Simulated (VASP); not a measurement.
# Ti (P6_3/mmc) in VASP: further runs

Ti is run at these levels: PBE; tasks: single point, relaxation of cell and atoms.

All numbers are computed with VASP 6.6.1; they aren't measurements. Logs are shortened: lines on timing, memory, paths and dates and some standing lists are left out, and cuts for length are marked.

## 1. The cell of the first run

It takes space group P6_3/mmc (No. 194, hexagonal). The conventional cell has a = 2.939 Å, b = 2.939 Å, c = 4.650 Å, α = 90.00°, β = 90.00°, γ = 120.00°. Ti (site symmetry -6m2) has 12 Ti at 2.88 to 2.94 Å within 3.8 Å.

## 2. Single point, PBE

Contents of INCAR:

```
SYSTEM = Ti
PREC = Accurate
ENCUT = 520
EDIFF = 1E-6
ISMEAR = 0
SIGMA = 0.1
LREAL = .False.
LASPH = .True.
NELM = 100
ALGO = Fast
ISIF = 2
LWAVE = .False.
LCHARG = .True.
GGA = PE
LELF = .True.
LVHAR = .True.
NBANDS = 19
```

Contents of KPOINTS:

```
Automatic mesh
0
Gamma
  18 18 10
  0 0 0
```

Contents of POSCAR:

```
Ti
1.0
    2.9389653713     -0.0000002904      0.0000000000
   -1.4694824342      2.5452188176      0.0000000000
    0.0000000000      0.0000000000      4.6495639796
Ti
2
Direct
    0.0000000000      0.0000000000      0.0000000000
    0.3333333333      0.6666666667      0.5000000000
```

Potentials or basis: VASP PAW PBE potentials, release 64 (Ti_sv).

Command:

```bash
$ cat potpaw_PBE.64/Ti_sv/POTCAR > POTCAR
$ mpirun -np 1 vasp_std > vasp.out
```

OUTCAR:

```text
SYSTEM = Ti
   PREC = Accurate
   ENCUT = 520
   EDIFF = 1E-6
   ISMEAR = 0
   LREAL = .False.
   LASPH = .True.
   NELM = 100
   ISIF = 2
   GGA = PE

 ion  position               nearest neighbor table
   1  0.000  0.000  0.000-   2 2.88   2 2.88   2 2.88   2 2.88   2 2.88   2 2.88
   2  0.333  0.667  0.500-   1 2.88   1 2.88   1 2.88   1 2.88   1 2.88   1 2.88

  LATTYP: Found a hexagonal cell.
 ALAT       =     2.9389653713
 C/A-ratio  =     1.5820410900

  Lattice vectors:

 A1 = (   2.9389653713,  -0.0000002904,   0.0000000000)
 A2 = (  -1.4694824342,   2.5452188176,   0.0000000000)
 A3 = (   0.0000000000,   0.0000000000,   4.6495639796)

Analysis of symmetry for initial positions (statically):
=====================================================================
 Subroutine PRICEL returns:
 Original cell was already a primitive cell.

 Routine SETGRP: Setting up the symmetry group for a
 hexagonal supercell.

 Subroutine GETGRP returns: Found 24 space group operations
 (whereof 12 operations were pure point group operations)
 out of a pool of 24 trial point group operations.

The static configuration has the point symmetry D_3h.
 The point group associated with its full space group is D_6h.

Analysis of symmetry for dynamics (positions and initial velocities):
=====================================================================
 Subroutine PRICEL returns:
 Original cell was already a primitive cell.

 Routine SETGRP: Setting up the symmetry group for a
 hexagonal supercell.

 Subroutine GETGRP returns: Found 24 space group operations
 (whereof 12 operations were pure point group operations)
 out of a pool of 24 trial point group operations.

The dynamic configuration has the point symmetry D_3h.
 The point group associated with its full space group is D_6h.

 Subroutine INISYM returns: Found 24 space group operations
 (whereof 12 operations are pure point group operations),
 and found     1 'primitive' translations

----------------------------------------------------------------------------------------

                                     Primitive cell

  volume of cell :      34.7802

  direct lattice vectors                    reciprocal lattice vectors
     2.938965371 -0.000000290  0.000000000     0.340255815  0.196446741  0.000000000
    -1.469482434  2.545218818  0.000000000     0.000000039  0.392893550  0.000000000
     0.000000000  0.000000000  4.649563980     0.000000000  0.000000000  0.215073930

  length of vectors
     2.938965371  2.938965371  4.649563980     0.392893550  0.392893550  0.215073930

  position of ions in fractional coordinates (direct lattice)
     0.000000000  0.000000000  0.000000000
     0.333333333  0.666666667  0.500000000

  ion indices of the primitive-cell ions
   primitive index   ion index
                 1           1
                 2           2

----------------------------------------------------------------------------------------

 KPOINTS: Automatic mesh

Automatic generation of k-mesh.
 Grid dimensions read from file:
 generate k-points for:   18   18   10

 Generating k-lattice:

  Cartesian coordinates                     Fractional coordinates (reciprocal lattice)
     0.018903101  0.010913708  0.000000000     0.055555556 -0.000000000  0.000000000
     0.000000002  0.021827419  0.000000000     0.000000000  0.055555556  0.000000000
     0.000000000  0.000000000  0.021507393     0.000000000  0.000000000  0.100000000

  Length of vectors
     0.021827419  0.021827419  0.021507393

  Shift w.r.t. Gamma in fractional coordinates (k-lattice)
     0.000000000  0.000000000  0.000000000

 Subroutine IBZKPT returns following result:
 ===========================================

 Found    222 irreducible k-points:

 Following reciprocal coordinates:
            Coordinates               Weight
  0.000000  0.000000  0.000000      1.000000
  0.055556  0.000000  0.000000      6.000000
  0.111111  0.000000  0.000000      6.000000
  0.166667  0.000000  0.000000      6.000000
  0.222222  0.000000  0.000000      6.000000
  0.277778  0.000000  0.000000      6.000000
[... 16 lines left out ...]
  0.333333  0.111111  0.000000     12.000000
  0.388889  0.111111  0.000000     12.000000
 [... further k-points ...]
   k-points           NKPTS =    222   k-points in BZ     NKDIM =    222   number of bands    NBANDS=     19
   number of dos      NEDOS =    301   number of ions     NIONS =      2
   total plane-waves  NPLWV =  20736
   dimension x,y,z NGX =    24 NGY =   24 NGZ =   36
   dimension x,y,z NGXF=    48 NGYF=   48 NGZF=   72
   ions per type =               2
   NGX,Y,Z   is equivalent  to a cutoff of  13.58, 13.58, 12.87 a.u.
   NGXF,Y,Z  is equivalent  to a cutoff of  27.15, 27.15, 25.74 a.u.
 SYSTEM =  Ti
   PREC   = accura    normal or accurate (medium, high low for compatibility)
   ISTART =      0    job   : 0-new  1-cont  2-samecut
   ICHARG =      2    charge: 1-file 2-atom 10-const
   ISPIN  =      1    spin polarized calculation?
   LNONCOLLINEAR =      F non collinear calculations
   LSORBIT =      F    spin-orbit coupling
   LASPH  =      T    aspherical Exc in radial PAW
   ENCUT  =  520.0 eV  38.22 Ry    6.18 a.u.   5.46  5.46  8.65*2*pi/ulx,y,z
   NELM   =    100;   NELMIN=  2; NELMDL= -5     # of ELM steps
   EDIFF  = 0.1E-05   stopping-criterion for ELM
   LREAL  =      F    real-space projection
   EDIFFG = 0.1E-04   stopping-criterion for IOM
   NSW    =      0    number of steps for IOM
   IBRION =     -1    ionic relax: 0-MD 1-quasi-New 2-CG
   NFREE  =      0    steps in history (QN), initial steepest desc. (CG)
   ISIF   =      2    stress and relaxation
   ISYM   =      2    0-nonsym 1-usesym 2-fastsym
   POTIM  = 0.5000    time-step for ionic-motion
   TEBEG  =    0.0;   TEEND  =   0.0 temperature during run
   PSTRESS=    0.0 pullay stress
   NELECT =      24.0000    total number of electrons
   NUPDOWN=      -1.0000    fix difference up-down
   EMIN   =  10.00;   EMAX   =-10.00  energy-range for DOS
   EFERMI =   0.00;   METHOD = LEGACY
   ISMEAR =     0;   SIGMA  =   0.10  broadening in eV -4-tet -1-fermi 0-gaus
   EFERMI_NEDOS =   21; number of points for ismear=-14 and -15
   IALGO  =     68    algorithm
   IMIX   =      4    mixing-type and parameters
     AMIX     =   0.40;   BMIX     =  1.00
     AMIX_MAG =   1.60;   BMIX_MAG =  1.00
  volume/ion in A,a.u.               =      17.39       117.35
  Fermi-wavevector in a.u.,A,eV,Ry     =   1.446665  2.733800 28.474812  2.092840
  Thomas-Fermi vector in A             =   2.564708
   LORBIT       =      0    0 simple, 1 ext, 2 COOP (PROOUT), +10 PAW based schemes
   GGA     = PE    functional components
   LHFCALC =     F    Hartree Fock is set to
   AEXX    =    0.0000 exact exchange contribution
   IVDW    =     0    specifies the selected vdW correction
   LEPSILON=     F    determine dielectric tensor
   LRPA    =     F    only Hartree local field effects (RPA)
 non-spin polarized calculation
 RMM-DIIS sequential band-by-band and
 Gauss-broadening in eV      SIGMA  =   0.10
  energy-cutoff  :      520.00
  volume of cell :       34.78
 maximum number of plane-waves:       965
 NGX is ok and might be reduce to    24
   NGX = 11   NGY = 11   NGZ = 17

 number of electron      24.0000002 magnetization

 Free energy of the ion-electron system (eV)
  ---------------------------------------------------
  ext. energy  EPLUGINS =         0.00000000
  ---------------------------------------------------
  free energy    TOTEN  =       -15.67725107 eV

  energy without entropy =      -15.66783238  energy(sigma->0) =      -15.67254172

 E-fermi :   8.3341     XC(G=0): -11.4917

 val. band max:        8.3244560091   @ k =   0.1667   0.0000   0.1000
 cond. band min:       8.3505765511   @ k =   0.0556   0.0000   0.5000
 fundamental gap:      0.0261205420
 Fermi energy:         8.3340816677

 k-point     1 :       0.0000    0.0000    0.0000
  band No.  band energies     occupation
      1     -48.5401      2.00000
      2     -48.4035      2.00000
      3     -25.1281      2.00000
      4     -24.4864      2.00000
      5     -24.4864      2.00000
      6     -24.4215      2.00000
[... 11 lines left out ...]
     18       9.9382      0.00000
     19      11.4685      0.00000

 k-point     2 :       0.0556    0.0000    0.0000
  band No.  band energies     occupation
      1     -48.5370      2.00000
      2     -48.4023      2.00000
      3     -25.1213      2.00000
      4     -24.5003      2.00000
      5     -24.4911      2.00000
      6     -24.4244      2.00000
[... 11 lines left out ...]
     18       9.8890      0.00000
     19      11.4959      0.00000

 k-point     3 :       0.1111    0.0000    0.0000
  band No.  band energies     occupation
      1     -48.5282      2.00000
      2     -48.3989      2.00000
      3     -25.1014      2.00000
      4     -24.5403      2.00000
      5     -24.5043      2.00000
      6     -24.4414      2.00000
[... 11 lines left out ...]
     18       9.8085      0.00000
     19      11.5626      0.00000

 k-point     4 :       0.1667    0.0000    0.0000
  band No.  band energies     occupation
      1     -48.5144      2.00000
      2     -48.3940      2.00000
      3     -25.0697      2.00000
      4     -24.6019      2.00000
      5     -24.5241      2.00000
      6     -24.5035      2.00000
[... 407 lines left out ...]
     18      11.5630      0.00000
     19      11.7684      0.00000

 k-point    23 :       0.3333    0.1111    0.0000
  band No.  band energies     occupation
      1     -48.4361      2.00000
      2     -48.3780      2.00000
      3     -24.8871      2.00000
      4     -24.8641      2.00000
      5     -24.7827      2.00000
      6     -24.6324      2.00000
[... 11 lines left out ...]
     18      11.7895      0.00000
     19      12.0438      0.00000

 k-point    24 :       0.3889    0.1111    0.0000
  band No.  band energies     occupation
      1     -48.4236      2.00000
      2     -48.3789      2.00000
      3     -24.9254      2.00000
      4     -24.8244      2.00000
      5     -24.8080      2.00000
      6     -24.6510      2.00000
[... 11 lines left out ...]
     18      11.8012      0.00000
     19      12.5302      0.00000

 [... further k-points ...]

------------------------ aborting loop because EDIFF is reached ----------------------------------------

  FORCE on cell =-STRESS in cart. coord.  units (eV):
  Direction    XX          YY          ZZ          XY          YZ          ZX
  --------------------------------------------------------------------------------------
  -------------------------------------------------------------------------------------
  Total       -0.1309692     -0.1309692     -0.1307164      0.0000000      0.0000000      0.0000000
  in kB       -6.0332032     -6.0332032     -6.0215569      0.0000000      0.0000000      0.0000000
  external PRESSURE =      -6.0293211 kB  Pullay stress =       0.0000000 kB

 VOLUME and BASIS-vectors are now :
 -----------------------------------------------------------------------------
  energy-cutoff  :      520.00
  volume of cell :       34.78
      direct lattice vectors                 reciprocal lattice vectors
     2.938965371 -0.000000290  0.000000000     0.340255815  0.196446741  0.000000000
    -1.469482434  2.545218818  0.000000000     0.000000039  0.392893550  0.000000000
     0.000000000  0.000000000  4.649563980     0.000000000  0.000000000  0.215073930

 POSITION                                       TOTAL-FORCE (eV/Angst)
 -----------------------------------------------------------------------------------
      0.00000      0.00000      0.00000        -0.000000      0.000000      0.000000
      0.00000      1.69681      2.32478         0.000000     -0.000000      0.000000
 -----------------------------------------------------------------------------------
    total drift:                                0.000000     -0.000000     -0.000000

  FREE ENERGIE OF THE ION-ELECTRON SYSTEM (eV)
  ---------------------------------------------------
  free  energy   TOTEN  =       -15.6772510652 eV

  energy  without entropy=      -15.6678323796  energy(sigma->0) =      -15.67254172
```

Wall time 8 min (1 thread of Intel Xeon 8259CL, shared host); peak memory 0.25 GiB.

What came out:

```yaml
Free_energy: -15.6773 eV
Pressure: -0.6 GPa
Band_gap_on_the_k_mesh: zero (bands 12 and 13 overlap by 1.10 eV)
```

[end of part 1 of 2]

The gap in the log of VASP goes by the Fermi energy; the results here count the filled bands.